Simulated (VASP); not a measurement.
Set up this calculation in VASP 6.6.1, as the native input.

| Item | Value |
| --- | --- |
| Task | single point |
| Functional | PBE |
| Potentials or basis | VASP PAW PBE potentials, release 64 (Zr_sv, Br, Cl) |
| Cutoff | 520 eV |
| k mesh | 4 × 4 × 4 |
| Occupations | gaussian, width 0.1 eV |
| Spin | no spin polarisation |
| Dipole correction | no |
| Further INCAR settings | ALGO = Normal; EDIFF = 1e-07; NBANDS = 35 |

The structure of Zr2Br3Cl lies in POSCAR:

```
Zr2Br3Cl
1.0
    2.9951962701     -5.4849281711      0.0000000000
    2.9951962701      5.4849281711      0.0000000000
    0.0000000000      0.0000000000      4.6743190398
Zr Br Cl
2 3 1
Direct
    0.5000000000      0.0000000000      0.5000000000
    0.0000000000      0.5000000000      0.5000000000
    0.6948866822      0.3051133178      0.0000000000
    0.3051133178      0.6948866822      0.0000000000
    0.5000000000      0.5000000000      0.5000000000
    0.0000000000      0.0000000000      0.0000000000
```

The cell was generated, and may not be a known phase.

These files were run (other wordings do the same):

INCAR

```
ALGO = Normal ; EDIFF = 1E-7
ENCUT = 520 ; GGA = PE
ISIF = 2 ; ISMEAR = 0
LASPH = T ; LCHARG = T
LELF = T ; LREAL = F
LVHAR = T ; LWAVE = F
NBANDS = 35 ; NELM = 60
PREC = Accurate ; SIGMA = 0.1
```

KPOINTS

```
k-points
0
Gamma
  4 4 4
```

Potentials or basis: VASP PAW PBE potentials, release 64 (Zr_sv, Br, Cl).

Run with:

```bash
$ cat potpaw_PBE.64/Zr_sv/POTCAR potpaw_PBE.64/Br/POTCAR potpaw_PBE.64/Cl/POTCAR > POTCAR
$ mpirun -np 1 vasp_std > vasp.out
```

It gave:

* Pressure: 0.2 GPa
* Largest force: 0.023 eV/Å
* Band gap on the k mesh: zero (bands 26 and 27 overlap by 0.73 eV)

Wall time 66 s on 1 thread of Intel(R) Xeon(R) 6975P-C (Granite Rapids) (shared host), peak memory 0.32 GiB.
